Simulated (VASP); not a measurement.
A run of VASP 6.6.1:

Contents of INCAR:

```
PREC     = Accurate       # precision mode
ENCUT    = 520            # plane-wave cutoff, eV
EDIFF    = 1E-6           # SCF threshold, eV
ISMEAR   = -1             # smearing method
SIGMA    = 0.01           # smearing width, eV
LREAL    = Auto         
LASPH    = True           # aspherical terms in the spheres
NELM     = 100            # most SCF steps
ALGO     = Normal         # electronic algorithm
ISIF     = 2              # what is computed and relaxed
LWAVE    = False          # write WAVECAR
LCHARG   = False          # write CHGCAR
GGA      = PE             # functional
IBRION   = 2              # ionic algorithm
NSW      = 100            # ionic steps
EDIFFG   = -0.03          # ionic threshold
```

The input KPOINTS:

```
Automatic mesh
0
Gamma
  1 1 1
  0.25 0.25 0.25
```

The input POSCAR:

```
LiNbO3
1.0
    2.5949501400      1.4981951600      4.6722232500
   -5.1899002700      2.9963903200      9.3444465000
    0.0000000000     -5.9927806400      9.3444465000
Li Nb O
8 8 24
Direct
    0.7183582900      0.3591791450      0.3591791450
    0.2183582900      0.1091791450      0.1091791450
    0.7183582900      0.3591791450      0.8591791450
    0.2183582900      0.1091791450      0.6091791450
    0.7183582900      0.8591791450      0.3591791450
    0.2183582900      0.6091791450      0.1091791450
    0.7183582900      0.8591791450      0.8591791450
    0.2183582900      0.6091791450      0.6091791450
    0.9994820100      0.4997410050      0.4997410050
    0.4994820100      0.2497410050      0.2497410050
    0.9994820100      0.4997410050      0.9997410050
    0.4994820100      0.2497410050      0.7497410050
    0.9994820100      0.9997410050      0.4997410050
    0.4994820100      0.7497410050      0.2497410050
    0.9994820100      0.9997410050      0.9997410050
    0.4994820100      0.7497410050      0.7497410050
    0.2789058900      0.3209637500      0.4447556600
    0.6419275000      0.4447556600      0.1394529450
    0.8895113200      0.1394529450      0.3209637500
    0.3895113200      0.0709637500      0.3894529450
    0.7789058900      0.1947556600      0.0709637500
    0.1419275000      0.3894529450      0.1947556600
    0.2789058900      0.3209637500      0.9447556600
    0.6419275000      0.4447556600      0.6394529450
    0.8895113200      0.1394529450      0.8209637500
    0.3895113200      0.0709637500      0.8894529450
    0.7789058900      0.1947556600      0.5709637500
    0.1419275000      0.3894529450      0.6947556600
    0.2789058900      0.8209637500      0.4447556600
    0.6419275000      0.9447556600      0.1394529450
    0.8895113200      0.6394529450      0.3209637500
    0.3895113200      0.5709637500      0.3894529450
    0.7789058900      0.6947556600      0.0709637500
    0.1419275000      0.8894529450      0.1947556600
    0.2789058900      0.8209637500      0.9447556600
    0.6419275000      0.9447556600      0.6394529450
    0.8895113200      0.6394529450      0.8209637500
    0.3895113200      0.5709637500      0.8894529450
    0.7789058900      0.6947556600      0.5709637500
    0.1419275000      0.8894529450      0.6947556600
```

Potentials or basis: VASP PAW PBE potentials, release 64 (Li_sv, Nb_sv, O).

Run with:

```bash
$ cat potpaw_PBE.64/Li_sv/POTCAR potpaw_PBE.64/Nb_sv/POTCAR potpaw_PBE.64/O/POTCAR > POTCAR
$ mpirun -np 1 vasp_std > vasp.out
```

Hardware: 1 thread of AMD EPYC 7R43 64-Core Processor (Zen 3), with other jobs on the host.

How long does it take, and how much memory?

Wall time 22 min on 1 thread of AMD EPYC 7R43 64-Core Processor (Zen 3) (shared host), peak memory 0.65 GiB. Counts: scf iterations 53, k points 1, ion steps 7.
